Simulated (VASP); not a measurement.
The system is MgBe2S4.

```
Mg Be S
1.0
     3.11686    0.00000    0.00000
    -1.55843    2.69928    0.00000
     0.00000    0.00000   10.87342
Mg Be S
1 2 4
Cartesian
  0.0000 0.0000 0.0000
  0.0000 0.0000 8.1992
  0.0000 0.0000 2.6742
  1.5584 0.8998 9.4766
  0.0000 1.7995 6.9217
  1.5584 0.8998 3.9517
  0.0000 1.7995 1.3968
```

```yaml
Program: VASP 6.6.1
Task: relaxation of cell and atoms
Functional: PBE
Dispersion: D3(BJ)
Potentials_or_basis: VASP PAW PBE potentials, release 64 (Mg, Be, S)
Cutoff: 600 eV
k_mesh: 6 × 6 × 2
Occupations: gaussian, width 0.1 eV
Spin: no spin polarisation
```

At the start: pressure 18.8 GPa; volume 13.07 Å³/atom.

How do energy, volume and symmetry change on relaxing?

Over 35 steps the energy falls by 216.4 meV/atom and the volume is 15.49 Å³/atom (+18.6 %); space group P-3m1 (No. 164, to 0.1 Å) before and after.

The path:
```
step  energy change (eV)  largest force (eV/Å)  pressure (GPa)  volume (Å³)
   1              0.0000                2.3839           18.79        91.48
   2             -0.9387                0.6212           -5.11       113.30
   3             -1.0295                0.5402           -1.02       107.44
   4             -1.0966                0.4338           -0.31       106.69
   5             -1.1306                0.3351            0.78       105.70
   6             -1.1507                0.2862           -0.10       106.83
   7             -1.1662                0.2392           -1.41       108.72
   8             -1.1804                0.2085           -0.99       108.32
   9             -1.2032                0.1035            0.48       107.12
  10             -1.2034                0.1161            0.67       106.98
  11             -1.2082                0.0798            0.46       107.43
  12             -1.2149                0.1701            0.00       108.58
  13             -1.2223                0.1629           -0.12       108.90
  14             -1.2456                0.1358           -0.47       109.85
  15             -1.2845                0.1486           -1.06       111.73
  16             -1.3583                0.3174           -2.07       115.42
  17             -1.1181                0.4290           -5.43       122.44
  18             -1.3701                0.2578           -2.68       116.72
  19             -1.3717                0.2310           -2.80       117.07
  20             -1.3770                0.1956           -2.77       117.12
  21             -1.3830                0.1488           -2.70       117.24
  22             -1.3920                0.1694           -2.39       116.76
  23             -1.4128                0.2327           -1.45       115.30
  24             -1.4256                0.3672            0.61       112.42
  25             -1.4262                0.3412            0.21       112.96
  26             -1.4297                0.3290            0.20       112.88
  27             -1.4395                0.2907            0.17       112.65
  28             -1.4563                0.2095            0.09       112.19
  29             -1.4735                0.3117           -0.11       111.27
  30             -1.4830                0.2414           -0.18       110.94
  31             -1.5001                0.1216           -0.33       109.96
  32             -1.5021                0.1045           -0.39       109.49
  33             -1.5125                0.0696            0.18       108.27
  34             -1.5135                0.0765            0.42       107.77
  35             -1.5151                0.0387           -0.29       108.46
```

Final structure:
```
CELL_PARAMETERS angstrom
3.37106 0.00000 0.00000
-1.68553 2.91943 0.00000
0.00000 0.00000 11.02078
ATOMIC_POSITIONS crystal
Mg 0.00000 0.00000 0.00000
Be 0.00000 0.00000 0.67700
Be 0.00000 0.00000 0.32300
S 0.66667 0.33333 0.85227
S 0.33333 0.66667 0.61624
S 0.66667 0.33333 0.38376
S 0.33333 0.66667 0.14773
```

Caveat: the k points lie up to 0.36 Å⁻¹ apart in the final cell, too coarse for converged energies and pressures of a metal; the volume moved by over 15 % at a fixed basis, so the end points are rough.
